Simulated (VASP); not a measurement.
Here is a VASP 6.6.1 calculation.

POSCAR

```
Lu
1.0
   -1.9463323812      1.9463323812      1.9463323812
    1.9463323812     -1.9463323812      1.9463323812
    1.9463323812      1.9463323812     -1.9463323812
Lu
1
Direct
    0.0000000000      0.0000000000      0.0000000000
```

Contents of INCAR.step1:

```
SYSTEM = Lu
ALGO     = Normal         ! electronic algorithm
EDIFF    = 1E-4           ! SCF threshold, eV
ENCUT    = 520            ! plane-wave cutoff, eV
GGA      = PE             ! functional
ISMEAR   = -1             ! smearing method
LASPH    = .True.         ! aspherical terms in the spheres
LCHARG   = .False.        ! write CHGCAR
LREAL    = .False.        ! projectors in reciprocal space
LWAVE    = .True.         ! write WAVECAR
NBANDS   = 18             ! bands
NELM     = 100            ! most SCF steps
PREC     = Accurate       ! precision mode
SIGMA    = 0.05           ! smearing width, eV
```

File INCAR.step2:

```
SYSTEM = Lu
ALGO     = Normal         ! electronic algorithm
EDIFF    = 1E-7           ! SCF threshold, eV
ENCUT    = 520            ! plane-wave cutoff, eV
ISIF     = 2              ! what is computed and relaxed
ISMEAR   = -1             ! smearing method
ISTART   = 1            
LASPH    = .True.         ! aspherical terms in the spheres
LCHARG   = .False.        ! write CHGCAR
LMIXTAU  = .True.       
LREAL    = .False.        ! projectors in reciprocal space
LWAVE    = .False.        ! write WAVECAR
METAGGA  = R2SCAN         ! meta-GGA
NBANDS   = 18             ! bands
NELM     = 100            ! most SCF steps
PREC     = Accurate       ! precision mode
SIGMA    = 0.05           ! smearing width, eV
```

The input KPOINTS:

```
k-points
0
Gamma
  10 10 10
  0 0 0
```

Potentials or basis: VASP PAW PBE potentials, release 64 (Lu).

The run is started by

```console
$ cat potpaw_PBE.64/Lu/POTCAR > POTCAR
$ cp INCAR.step1 INCAR
$ mpirun -np 1 vasp_std > vasp.out
$ cp INCAR.step2 INCAR
$ mpirun -np 1 vasp_std > vasp.out
```

**Question.** Estimate the pressure.

**Answer.** 0.1 GPa.

**Question.** Estimate the band gap on the k mesh.

**Answer.** Zero (an odd number of electrons rules out a gap without spin polarisation).

Caveat: the PAW data sets were made with another functional, which shifts forces and pressure a little; spin-orbit coupling is left out, which moves the levels of the heavy elements.
